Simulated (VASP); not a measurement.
# Hg in VASP: single point with RPBE

Aim: the single point of Hg with RPBE.

Program: VASP 6.6.1. These are calculated values, not measurements. Logs are shortened: lines on timing, memory, paths and dates and some standing lists are left out, and cuts for length are marked.

## (1) The cell of the first run

The cell holds a single atom in a box, 1 atom: a = 14.000 Å, b = 14.400 Å, c = 14.800 Å, α = 90.00°, β = 90.00°, γ = 90.00°.

## (2) Single point, RPBE, collinear spin, zero start

Contents of INCAR:

```
PREC = Accurate ; ENCUT = 520
EDIFF = 1E-7 ; ISMEAR = -1
SIGMA = 0.01 ; LREAL = False
LASPH = True ; NELM = 150
ALGO = Normal ; ISIF = 2
LWAVE = False ; LCHARG = False
ISPIN = 2 ; MAGMOM = 0.01
LORBIT = 11 ; GGA = RP
NBANDS = 16 ; ISYM = 0
```

Contents of KPOINTS:

```
Automatic mesh
0
Gamma
  1 1 1
```

Contents of POSCAR:

```
Hg
1.0
   14.0000000000      0.0000000000      0.0000000000
    0.0000000000     14.4000000000      0.0000000000
    0.0000000000      0.0000000000     14.8000000000
Hg
1
Direct
    0.5000000000      0.5000000000      0.5000000000
```

Potentials or basis: VASP PAW PBE potentials, release 64 (Hg).

Started as:

```bash
> cat potpaw_PBE.64/Hg/POTCAR > POTCAR
> mpirun -np 1 vasp_gam > vasp.out
```

OUTCAR:

```text
PREC = Accurate
   ENCUT = 520
   EDIFF = 1E-7
   ISMEAR = -1
   LREAL = False
   LASPH = True
   NELM = 150
   ISIF = 2
   ISPIN = 2
   LORBIT = 11
   GGA = RP
   ISYM = 0

 ion  position               nearest neighbor table
   1  0.500  0.500  0.500-

IMPORTANT INFORMATION: All symmetrisations will be switched off!
NOSYMM: (Re-)initialisation of all symmetry stuff for point group C_1.

----------------------------------------------------------------------------------------

                                     Primitive cell

  volume of cell :    2983.6800

  direct lattice vectors                    reciprocal lattice vectors
    14.000000000  0.000000000  0.000000000     0.071428571  0.000000000  0.000000000
     0.000000000 14.400000000  0.000000000     0.000000000  0.069444444  0.000000000
     0.000000000  0.000000000 14.800000000     0.000000000  0.000000000  0.067567568

  length of vectors
    14.000000000 14.400000000 14.800000000     0.071428571  0.069444444  0.067567568

  position of ions in fractional coordinates (direct lattice)
     0.500000000  0.500000000  0.500000000

  ion indices of the primitive-cell ions
   primitive index   ion index
                 1           1

----------------------------------------------------------------------------------------

 KPOINTS: Automatic mesh

Automatic generation of k-mesh.
 Grid dimensions read from file:
 generate k-points for:    1    1    1

 Generating k-lattice:

  Cartesian coordinates                     Fractional coordinates (reciprocal lattice)
     0.071428571  0.000000000  0.000000000     1.000000000  0.000000000  0.000000000
     0.000000000  0.069444444  0.000000000     0.000000000  1.000000000  0.000000000
     0.000000000  0.000000000  0.067567568     0.000000000  0.000000000  1.000000000

  Length of vectors
     0.071428571  0.069444444  0.067567568

  Shift w.r.t. Gamma in fractional coordinates (k-lattice)
     0.000000000  0.000000000  0.000000000

 Subroutine IBZKPT returns following result:
 ===========================================

 Found      1 irreducible k-points:

 Following reciprocal coordinates:
            Coordinates               Weight
  0.000000  0.000000  0.000000      1.000000
   k-points           NKPTS =      1   k-points in BZ     NKDIM =      1   number of bands    NBANDS=     16
   number of dos      NEDOS =    301   number of ions     NIONS =      1
   total plane-waves  NPLWV = ******
   dimension x,y,z NGX =   108 NGY =  108 NGZ =  112
   dimension x,y,z NGXF=   216 NGYF=  216 NGZF=  224
   ions per type =               1
   NGX,Y,Z   is equivalent  to a cutoff of  12.82, 12.47, 12.58 a.u.
   NGXF,Y,Z  is equivalent  to a cutoff of  25.65, 24.94, 25.16 a.u.
 SYSTEM =  unknown system
   PREC   = accura    normal or accurate (medium, high low for compatibility)
   ISTART =      0    job   : 0-new  1-cont  2-samecut
   ICHARG =      2    charge: 1-file 2-atom 10-const
   ISPIN  =      2    spin polarized calculation?
   LNONCOLLINEAR =      F non collinear calculations
   LSORBIT =      F    spin-orbit coupling
   LASPH  =      T    aspherical Exc in radial PAW
   ENCUT  =  520.0 eV  38.22 Ry    6.18 a.u.  26.03 26.77 27.52*2*pi/ulx,y,z
   NELM   =    150;   NELMIN=  2; NELMDL= -5     # of ELM steps
   EDIFF  = 0.1E-06   stopping-criterion for ELM
   LREAL  =      F    real-space projection
   EDIFFG = 0.1E-05   stopping-criterion for IOM
   NSW    =      0    number of steps for IOM
   IBRION =     -1    ionic relax: 0-MD 1-quasi-New 2-CG
   NFREE  =      0    steps in history (QN), initial steepest desc. (CG)
   ISIF   =      2    stress and relaxation
   ISYM   =      0    0-nonsym 1-usesym 2-fastsym
   POTIM  = 0.5000    time-step for ionic-motion
   TEBEG  =    0.0;   TEEND  =   0.0 temperature during run
   PSTRESS=    0.0 pullay stress
   NELECT =      12.0000    total number of electrons
   NUPDOWN=      -1.0000    fix difference up-down
   EMIN   =  10.00;   EMAX   =-10.00  energy-range for DOS
   EFERMI =   0.00;   METHOD = LEGACY
   ISMEAR =    -1;   SIGMA  =   0.01  broadening in eV -4-tet -1-fermi 0-gaus
   EFERMI_NEDOS =   21; number of points for ismear=-14 and -15
   IALGO  =     38    algorithm
   IMIX   =      4    mixing-type and parameters
     AMIX     =   0.40;   BMIX     =  1.00
     AMIX_MAG =   1.60;   BMIX_MAG =  1.00
  volume/ion in A,a.u.               =    2983.68     20134.87
  Fermi-wavevector in a.u.,A,eV,Ry     =   0.260346  0.491983  0.922205  0.067780
  Thomas-Fermi vector in A             =   1.088001
   LORBIT       =     11    0 simple, 1 ext, 2 COOP (PROOUT), +10 PAW based schemes
   GGA     = RP    functional components
   LHFCALC =     F    Hartree Fock is set to
   AEXX    =    0.0000 exact exchange contribution
   IVDW    =     0    specifies the selected vdW correction
   LEPSILON=     F    determine dielectric tensor
   LRPA    =     F    only Hartree local field effects (RPA)
 spin polarized calculation
  energy-cutoff  :      520.00
  volume of cell :     2983.68
 maximum number of plane-waves:     40220
 NGX is ok and might be reduce to   108
   NGX = 53   NGY = 53   NGZ = 55

 number of electron      12.0000002 magnetization      -0.0000136

 number of electron      12.0000002 magnetization       0.0000013

 Free energy of the ion-electron system (eV)
  ---------------------------------------------------
  ext. energy  EPLUGINS =         0.00000000
  ---------------------------------------------------
  free energy    TOTEN  =        -0.00802605 eV

  energy without entropy =       -0.00802605  energy(sigma->0) =       -0.00802605

 E-fermi :  -6.3928     XC(G=0):  -0.3226

 val. band max:       -6.6544246041   @ k =   0.0000   0.0000   0.0000
 cond. band min:      -0.9860938502   @ k =   0.0000   0.0000   0.0000
 fundamental gap:      5.6683307539
 Fermi energy:        -6.3928308904

 spin component 1

 k-point     1 :       0.0000    0.0000    0.0000
  band No.  band energies     occupation
      1      -9.7525      1.00000
      2      -9.7525      1.00000
      3      -9.7524      1.00000
      4      -9.7524      1.00000
      5      -9.7524      1.00000
      6      -6.6544      1.00000
[... 8 lines left out ...]
     15       0.8083      0.00000
     16       0.8501      0.00000
 Fermi energy:        -6.3928308904

 spin component 2

 k-point     1 :       0.0000    0.0000    0.0000
  band No.  band energies     occupation
      1      -9.7525      1.00000
      2      -9.7525      1.00000
      3      -9.7525      1.00000
      4      -9.7524      1.00000
      5      -9.7524      1.00000
      6      -6.6544      1.00000
[... 8 lines left out ...]
     15       0.8149      0.00000
     16       0.8559      0.00000

------------------------ aborting loop because EDIFF is reached ----------------------------------------

  FORCE on cell =-STRESS in cart. coord.  units (eV):
  Direction    XX          YY          ZZ          XY          YZ          ZX
  --------------------------------------------------------------------------------------
  -------------------------------------------------------------------------------------
  Total       -0.0164420     -0.0165008     -0.0164513      0.0000001     -0.0000001     -0.0000001
  in kB       -0.0088290     -0.0088606     -0.0088340      0.0000000     -0.0000000     -0.0000000
  external PRESSURE =      -0.0088412 kB  Pullay stress =       0.0000000 kB

 VOLUME and BASIS-vectors are now :
 -----------------------------------------------------------------------------
  energy-cutoff  :      520.00
  volume of cell :     2983.68
      direct lattice vectors                 reciprocal lattice vectors
    14.000000000  0.000000000  0.000000000     0.071428571  0.000000000  0.000000000
     0.000000000 14.400000000  0.000000000     0.000000000  0.069444444  0.000000000
     0.000000000  0.000000000 14.800000000     0.000000000  0.000000000  0.067567568

 POSITION                                       TOTAL-FORCE (eV/Angst)
 -----------------------------------------------------------------------------------
      7.00000      7.20000      7.40000        -0.000000     -0.000000     -0.000000
 -----------------------------------------------------------------------------------
    total drift:                               -0.000000     -0.000000     -0.000000

  FREE ENERGIE OF THE ION-ELECTRON SYSTEM (eV)
  ---------------------------------------------------
  free  energy   TOTEN  =        -0.0080260463 eV

  energy  without entropy=       -0.0080260463  energy(sigma->0) =       -0.00802605

 total charge

# of ion       s       p       d       tot
------------------------------------------
    1        1.063   0.000   9.382  10.445

 magnetization (x)

# of ion       s       p       d       tot
------------------------------------------
    1       -0.000  -0.000  -0.000  -0.000
```

Wall time 8.6 min (1 thread of AMD EPYC 7R43 (Zen 3), shared host); peak memory 2.6 GiB.

Results:

| Property | Result |
| --- | --- |
| Free energy | -0.0080 eV |
| Pressure | 0.0 GPa |
| Band gap on the k mesh | 5.67 eV |
| Net moment | 0.00 μB per cell |
| Valence electrons inside the program's atomic spheres | Hg 10.45 |

Caveat: the PAW data sets were made with another functional, which shifts forces and pressure a little; spin-orbit coupling is left out, which moves the levels of the heavy elements.
